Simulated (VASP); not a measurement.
# Ga5Sb3As2 (I-4m2) in VASP: single point with PBE

Aim: the single point of Ga5Sb3As2 with PBE.

Program: VASP 6.6.1. These are calculated values, not measurements. Logs are shortened: lines on timing, memory, paths and dates and some standing lists are left out, and cuts for length are marked.

### Step 1. The cell of the first run

The structure is tetragonal, space group I-4m2 (No. 119). Conventional cell: a = 4.264 Å, b = 4.264 Å, c = 30.159 Å, α = 90.00°, β = 90.00°, γ = 90.00°. Ga (site symmetry 2mm) has 2 As at 2.54 Å and 2 Sb at 2.66 Å within 3.4 Å. Within 3.4 Å of Ga (site symmetry 2mm) lie 2 As at 2.54 Å and 2 Sb at 2.66 Å. Within 3.5 Å of Ga (site symmetry -4m2) lie 4 Sb at 2.66 Å. Sb (site symmetry -4m2) has 4 Ga at 2.66 Å within 3.5 Å. Sb (site symmetry 2mm) has 4 Ga at 2.66 Å within 3.5 Å. As (site symmetry 2mm) has 4 Ga at 2.54 Å within 3.4 Å.

### Step 2. Single point, PBE

Contents of INCAR:

```
SYSTEM = Ga5Sb3As2
PREC = Accurate ; ENCUT = 520
EDIFF = 1E-7 ; ISMEAR = 0
SIGMA = 0.2 ; LREAL = .False.
LASPH = .True. ; NELM = 80
ALGO = Normal ; ISIF = 2
LWAVE = .False. ; LCHARG = .False.
GGA = PE ; NBANDS = 56
```

Contents of KPOINTS:

```
regular mesh
0
Gamma
  6 6 6
  0 0 0
```

Contents of POSCAR:

```
Ga5Sb3As2
1.0
    0.0000000000     -4.2642684000      0.0000000000
    4.2642684000      0.0000000000      0.0000000000
   -2.1321342000      2.1321342000     15.0796924000
Ga Sb As
5 3 2
Direct
    0.6053810000      0.6053810000      0.2107620000
    0.1973630000      0.1973630000      0.3947260000
    0.8026370000      0.8026370000      0.6052740000
    0.3946190000      0.3946190000      0.7892380000
    0.0000000000      0.0000000000      0.0000000000
    0.2500000000      0.7500000000      0.5000000000
    0.4473750000      0.9473750000      0.8947500000
    0.0526250000      0.5526250000      0.1052500000
    0.8486560000      0.3486560000      0.6973120000
    0.6513440000      0.1513440000      0.3026880000
```

Potentials or basis: VASP PAW PBE potentials, release 64 (Ga_d, Sb, As).

Launch:

```sh
cat potpaw_PBE.64/Ga_d/POTCAR potpaw_PBE.64/Sb/POTCAR potpaw_PBE.64/As/POTCAR > POTCAR
mpirun -np 1 vasp_std > vasp.out
```

OUTCAR:

```text
SYSTEM = Ga5Sb3As2
   PREC = Accurate
   ENCUT = 520
   EDIFF = 1E-7
   ISMEAR = 0
   LREAL = .False.
   LASPH = .True.
   NELM = 80
   ISIF = 2
   GGA = PE

 ion  position               nearest neighbor table
   1  0.605  0.605  0.211-  10 2.54  10 2.54   8 2.66   8 2.66
   2  0.197  0.197  0.395-  10 2.54  10 2.54   6 2.66   6 2.66
   3  0.803  0.803  0.605-   9 2.54   9 2.54   6 2.66   6 2.66
   4  0.395  0.395  0.789-   9 2.54   9 2.54   7 2.66   7 2.66
   5  0.000  0.000  0.000-   8 2.66   7 2.66   8 2.66   7 2.66
   6  0.250  0.750  0.500-   3 2.66   2 2.66   3 2.66   2 2.66
   7  0.447  0.947  0.895-   5 2.66   5 2.66   4 2.66   4 2.66
   8  0.053  0.553  0.105-   5 2.66   5 2.66   1 2.66   1 2.66
   9  0.849  0.349  0.697-   4 2.54   4 2.54   3 2.54   3 2.54
  10  0.651  0.151  0.303-   1 2.54   1 2.54   2 2.54   2 2.54

  LATTYP: Found a body centered tetragonal cell.
 ALAT       =     4.2642684000
 C/A-ratio  =     7.0725812662

  Lattice vectors:

 A1 = (  -2.1321342000,  -2.1321342000, -15.0796924000)
 A2 = (   2.1321342000,   2.1321342000, -15.0796924000)
 A3 = (   2.1321342000,  -2.1321342000,  15.0796924000)

Analysis of symmetry for initial positions (statically):
=====================================================================
 Subroutine PRICEL returns:
 Original cell was already a primitive cell.

 Routine SETGRP: Setting up the symmetry group for a
 body centered tetragonal supercell.

 Subroutine GETGRP returns: Found  8 space group operations
 (whereof  8 operations were pure point group operations)
 out of a pool of 16 trial point group operations.

The static configuration has the point symmetry D_2d.

Analysis of symmetry for dynamics (positions and initial velocities):
=====================================================================
 Subroutine PRICEL returns:
 Original cell was already a primitive cell.

 Routine SETGRP: Setting up the symmetry group for a
 body centered tetragonal supercell.

 Subroutine GETGRP returns: Found  8 space group operations
 (whereof  8 operations were pure point group operations)
 out of a pool of 16 trial point group operations.

The dynamic configuration has the point symmetry D_2d.

 Subroutine INISYM returns: Found  8 space group operations
 (whereof  8 operations are pure point group operations),
[... 112 lines left out ...]
   EDIFF  = 0.1E-06   stopping-criterion for ELM
   LREAL  =      F    real-space projection
   EDIFFG = 0.1E-05   stopping-criterion for IOM
   NSW    =      0    number of steps for IOM
   IBRION =     -1    ionic relax: 0-MD 1-quasi-New 2-CG
   NFREE  =      0    steps in history (QN), initial steepest desc. (CG)
   ISIF   =      2    stress and relaxation
   ISYM   =      2    0-nonsym 1-usesym 2-fastsym
   POTIM  = 0.5000    time-step for ionic-motion
   TEBEG  =    0.0;   TEEND  =   0.0 temperature during run
   PSTRESS=    0.0 pullay stress
   NELECT =      90.0000    total number of electrons
   NUPDOWN=      -1.0000    fix difference up-down
   EMIN   =  10.00;   EMAX   =-10.00  energy-range for DOS
   EFERMI =   0.00;   METHOD = LEGACY
   ISMEAR =     0;   SIGMA  =   0.20  broadening in eV -4-tet -1-fermi 0-gaus
   EFERMI_NEDOS =   21; number of points for ismear=-14 and -15
   IALGO  =     38    algorithm
   IMIX   =      4    mixing-type and parameters
     AMIX     =   0.40;   BMIX     =  1.00
     AMIX_MAG =   1.60;   BMIX_MAG =  1.00
  volume/ion in A,a.u.               =      27.42       185.05
  Fermi-wavevector in a.u.,A,eV,Ry     =   1.129263  2.133998 17.350629  1.275235
  Thomas-Fermi vector in A             =   2.265956
   LORBIT       =      0    0 simple, 1 ext, 2 COOP (PROOUT), +10 PAW based schemes
   GGA     = PE    functional components
   LHFCALC =     F    Hartree Fock is set to
   AEXX    =    0.0000 exact exchange contribution
   IVDW    =     0    specifies the selected vdW correction
   LEPSILON=     F    determine dielectric tensor
   LRPA    =     F    only Hartree local field effects (RPA)
 non-spin polarized calculation
 Gauss-broadening in eV      SIGMA  =   0.20
  energy-cutoff  :      520.00
  volume of cell :      274.21
 maximum number of plane-waves:      7420
   NGX = 15   NGY = 15   NGZ = 57

 number of electron      90.0000002 magnetization

 Free energy of the ion-electron system (eV)
  ---------------------------------------------------
  ext. energy  EPLUGINS =         0.00000000
  ---------------------------------------------------
  free energy    TOTEN  =       -38.35327825 eV

  energy without entropy =      -38.34643209  energy(sigma->0) =      -38.34985517

 E-fermi :   4.2711     XC(G=0):  -9.0714

 val. band max:        4.1735902645   @ k =   0.0000   0.0000   0.0000
 cond. band min:       4.4526133997   @ k =   0.5000   0.0000  -0.0000
 fundamental gap:      0.2790231352
 Fermi energy:         4.2711042667

 k-point     1 :       0.0000    0.0000    0.0000
  band No.  band energies     occupation
      1     -10.8444      2.00000
      2     -10.8382      2.00000
      3     -10.8002      2.00000
      4     -10.7911      2.00000
      5     -10.7906      2.00000
      6     -10.7906      2.00000
[... 1405 lines left out ...]
     55       8.2919      0.00000
     56       8.9856      0.00000

 [... further k-points ...]
[... 5 lines left out ...]
  --------------------------------------------------------------------------------------
  -------------------------------------------------------------------------------------
  Total        0.3454723      0.3454723     -0.0486093      0.0000000      0.0000000      0.0000000
  in kB        2.0185630      2.0185630     -0.2840197      0.0000000      0.0000000      0.0000000
  external PRESSURE =       1.2510354 kB  Pullay stress =       0.0000000 kB

 VOLUME and BASIS-vectors are now :
 -----------------------------------------------------------------------------
  energy-cutoff  :      520.00
  volume of cell :      274.21
      direct lattice vectors                 reciprocal lattice vectors
     0.000000000 -4.264268400  0.000000000     0.000000000 -0.234506815  0.033157175
     4.264268400  0.000000000  0.000000000     0.234506815  0.000000000  0.033157175
    -2.132134200  2.132134200 15.079692400     0.000000000  0.000000000  0.066314350

 POSITION                                       TOTAL-FORCE (eV/Angst)
 -----------------------------------------------------------------------------------
      2.13213     -2.13213      3.17823        -0.000000      0.000000      0.001866
      0.00000     -0.00000      5.95235        -0.000000      0.000000     -0.000929
      2.13213     -2.13213      9.12735         0.000000     -0.000000      0.000929
      0.00000      0.00000     11.90147         0.000000     -0.000000     -0.001866
      0.00000      0.00000      0.00000        -0.000000     -0.000000      0.000000
      2.13213      0.00000      7.53985        -0.000000     -0.000000      0.000000
      2.13213      0.00000     13.49255        -0.000000     -0.000000      0.001969
      2.13213      0.00000      1.58714        -0.000000     -0.000000     -0.001969
      0.00000     -2.13213     10.51525        -0.000000     -0.000000     -0.000132
      0.00000     -2.13213      4.56444        -0.000000     -0.000000      0.000132
 -----------------------------------------------------------------------------------
    total drift:                               -0.000006     -0.000006      0.000000

  FREE ENERGIE OF THE ION-ELECTRON SYSTEM (eV)
  ---------------------------------------------------
  free  energy   TOTEN  =       -38.3532782514 eV

  energy  without entropy=      -38.3464320907  energy(sigma->0) =      -38.34985517
```

OSZICAR:

```text
N       E                     dE             d eps       ncg     rms          rms(c)
DAV:   1     0.796910294034E+03    0.79691E+03   -0.39376E+04  3688   0.208E+03
DAV:   2     0.927422114489E+02   -0.70417E+03   -0.67900E+03  3608   0.591E+02
DAV:   3    -0.302352743341E+02   -0.12298E+03   -0.11852E+03  3920   0.170E+02
DAV:   4    -0.385091626225E+02   -0.82739E+01   -0.81897E+01  4120   0.442E+01
DAV:   5    -0.387788673843E+02   -0.26970E+00   -0.26937E+00  4344   0.830E+00    0.668E+00
DAV:   6    -0.384010292476E+02    0.37784E+00   -0.80215E-01  4808   0.772E+00    0.401E+00
DAV:   7    -0.383518343867E+02    0.49195E-01   -0.51010E-01  3888   0.284E+00    0.732E-01
DAV:   8    -0.383496513524E+02    0.21830E-02   -0.82447E-02  4056   0.273E+00    0.197E-01
DAV:   9    -0.383522135974E+02   -0.25622E-02   -0.13882E-02  3864   0.138E+00    0.797E-02
DAV:  10    -0.383527521986E+02   -0.53860E-03   -0.17971E-03  4136   0.602E-01    0.528E-02
DAV:  11    -0.383531666002E+02   -0.41440E-03   -0.91348E-04  3984   0.192E-01    0.234E-02
DAV:  12    -0.383532672702E+02   -0.10067E-03   -0.17138E-04  3896   0.144E-01    0.712E-03
DAV:  13    -0.383532755696E+02   -0.82995E-05   -0.38130E-05  4024   0.511E-02    0.475E-03
DAV:  14    -0.383532773850E+02   -0.18153E-05   -0.74188E-06  4536   0.396E-02    0.225E-03
DAV:  15    -0.383532779440E+02   -0.55900E-06   -0.27731E-06  3912   0.174E-02    0.921E-04
DAV:  16    -0.383532781391E+02   -0.19515E-06   -0.57246E-07  3744   0.670E-03    0.710E-04
DAV:  17    -0.383532782416E+02   -0.10249E-06   -0.94314E-08  2344   0.499E-03    0.346E-04
DAV:  18    -0.383532782514E+02   -0.97643E-08   -0.50775E-08  2296   0.169E-03
   1 F= -.38353278E+02 E0= -.38349855E+02  d E =-.684616E-02
```

stdout:

```text
POSCAR found type information on POSCAR GaSbAs
 POSCAR found :  3 types and      10 ions
 scaLAPACK will be used
 LDA part: xc-table for (Slater+PW92), standard interpolation
 POSCAR, INCAR and KPOINTS ok, starting setup
 FFT: planning ... GRIDC
 FFT: planning ... GRID_SOFT
 FFT: planning ... GRID
 WAVECAR not read
 entering main loop
```

It took 5.3 min on 1 thread of Intel Xeon 6975P-C (Granite Rapids), shared host; peak memory 0.57 GiB.

What came out:

* Free energy: -38.3533 eV
* Pressure: 0.1 GPa
* Band gap on the k mesh: zero (filled and empty bands touch)

Caveat: spin-orbit coupling is left out, which moves the levels of the heavy elements.
